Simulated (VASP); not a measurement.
**ScSi4O: single point with PBE**

The system is ScSi4O.

```
Sc Si O
1.0
     0.00000    3.58775    3.58775
     3.58775    0.00000    3.58775
     3.58775    3.58775    0.00000
Sc Si O
1 4 1
Direct
  0.00000 0.00000 0.00000
  0.87491 0.37503 0.37503
  0.37503 0.37503 0.37503
  0.37503 0.87491 0.37503
  0.37503 0.37503 0.87491
  0.75000 0.75000 0.75000
```

```
Program                : VASP 6.6.1
Task                   : single point
Functional             : PBE
Potentials or basis    : VASP PAW PBE potentials, release 64 (Sc_sv, Si, O)
Cutoff                 : 520 eV
k mesh                 : 4 × 4 × 4
Occupations            : gaussian, width 0.1 eV
Spin                   : collinear spin, ferromagnetic start
Starting moments       : [0.0, 0.0, 0.0, 0.0, 0.0, 1.0] μB
Dipole correction      : no
Further INCAR settings : ALGO = Normal; EDIFF = 1e-07; NBANDS = 30
```

The pressure is -6.8 GPa and the largest force is 0.536 eV/Å. The net moment is 0.00 μB per cell. The valence electrons inside the program's atomic spheres are Sc 9.32; Si 1.58; O 4.76.

Forces on the atoms (eV/Å):
```
Sc   0.000  0.000  0.000
Si   0.309 -0.309 -0.309
Si   0.309  0.309  0.309
Si  -0.309  0.309 -0.309
Si  -0.309 -0.309  0.309
O    0.000  0.000  0.000
```

Levels at points of the mesh, in eV from the Fermi level:
Spin up:
| k point | band 12 | band 13 | band 14 | band 15 | band 16 | band 17 | band 18 | band 19 | band 20 | band 21 |
| --- | --- | --- | --- | --- | --- | --- | --- | --- | --- | --- |
| (0.00, 0.00, 0.00) | -4.34 | -4.34 | -2.47 | -2.47 | -1.54 | -1.54 | -1.54 | 1.32 | 2.90 | 2.90 |
| (0.50, 0.00, 0.00) | -4.05 | -1.81 | -1.58 | -1.58 | 0.63 | 0.63 | 0.77 | 1.17 | 1.63 | 1.63 |
| (0.50, 0.50, 0.00) | -1.66 | -1.66 | -1.11 | -0.90 | -0.15 | 0.04 | 0.04 | 0.76 | 1.12 | 1.97 |
Spin down:
```tsv
k point	band 12	band 13	band 14	band 15	band 16	band 17	band 18	band 19	band 20	band 21
(0.00, 0.00, 0.00)	-4.34	-4.34	-2.47	-2.47	-1.54	-1.54	-1.54	1.32	2.90	2.90
(0.50, 0.00, 0.00)	-4.05	-1.81	-1.58	-1.58	0.63	0.63	0.77	1.17	1.63	1.63
(0.50, 0.50, 0.00)	-1.66	-1.66	-1.11	-0.90	-0.15	0.04	0.04	0.76	1.12	1.97
```

Wall time 35 s on 1 thread of Intel(R) Xeon(R) 6975P-C (Granite Rapids), with other jobs on the host, peak memory 0.29 GiB.

Caveat: the k points lie up to 0.38 Å⁻¹ apart.
